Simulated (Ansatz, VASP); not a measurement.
**PbSe: VASP beside Ansatz**

The input INCAR:

```
SYSTEM = PbSe
ALGO     = Normal         ! electronic algorithm
EDIFF    = 1E-7           ! SCF threshold, eV
ENCUT    = 520            ! plane-wave cutoff, eV
GGA      = PE             ! functional
GGA_COMPAT= .FALSE.      
ISIF     = 2              ! what is computed and relaxed
ISMEAR   = 0              ! smearing method
LASPH    = .TRUE.         ! aspherical terms in the spheres
LCHARG   = .FALSE.        ! write CHGCAR
LORBIT   = 11             ! projections on sites
LORBMOM  = .TRUE.       
LREAL    = .FALSE.        ! projectors in reciprocal space
LSORBIT  = .TRUE.         ! spin-orbit coupling
LWAVE    = .FALSE.        ! write WAVECAR
MAGMOM   = 0 0 0 0 0 0    ! initial moments
NBANDS   = 32             ! bands
NELM     = 150            ! most SCF steps
PREC     = Accurate       ! precision mode
SIGMA    = 0.05           ! smearing width, eV
```

KPOINTS

```
k-points
0
G
  10 10 10
  0 0 0
```

File POSCAR:

```
PbSe
1.0
    0.0000000000      3.1039764788      3.1039764788
    3.1039764788      0.0000000000      3.1039764788
    3.1039764788      3.1039764788      0.0000000000
Pb Se
1 1
Direct
    0.5000000000      0.5000000000      0.5000000000
   -0.0322167390      0.0322167390      0.0322167390
```

Input for Ansatz:

```yaml
crystal:
  lattice:
    - [0.0, 3.1039764788, 3.1039764788]
    - [3.1039764788, 0.0, 3.1039764788]
    - [3.1039764788, 3.1039764788, 0.0]
  atoms:
    - { symbol: Pb, position: [0.5, 0.5, 0.5] }
    - { symbol: Se, position: [-0.032216739, 0.032216739, 0.032216739] }
basis:
  ecutwfc: 420
  ecutrho_ratio: 4
kpoints:
  mp_grid: { grid: [10, 10, 10] }
hamiltonian:
  xc: pbe
scf:
  occupations: { method: gaussian, width: 0.05 }
output:
  forces: true
  stress: true
  eigenvalues: true
  populations: true
  write_density: true
  write_potential: true
  elf: true
  volumetric_format: npy
magnetization:
  noncollinear: true
  spin_orbit: true
```

Alike in both runs: task single point; functional PBE; k mesh 10 × 10 × 10; occupations gaussian, width 0.05 eV; non-collinear spin, spin-orbit coupling.

```csv
,VASP,Ansatz
version,VASP 6.6.1,Ansatz 0.2.0
potentials or method,"VASP PAW PBE potentials, release 64 (Pb_d, Se), cutoff 520 eV","plane waves, PAW"
valence electrons in the cell,20,30
```

VASP gave:

```
pressure (GPa)                                                : 0.6
traceless stress, the component that is largest in VASP (GPa) : 0.84
rms of the force components (eV/Å)                            : 0.060
net moment per atom (μB)                                      : 0.00
```

**Question.** What did Ansatz give for the same quantities?

**Answer.** Pressure (GPa): 0.5; traceless stress, the component that is largest in VASP (GPa): 0.79; rms of the force components (eV/Å): 0.048; net moment per atom (μB): 0.00.

Atom by atom the forces differ by 0.012 eV/Å (rms over components). VASP's potentials hold 20 valence electrons a cell and Ansatz's 30, so a difference there can come from the potentials and not from the codes.
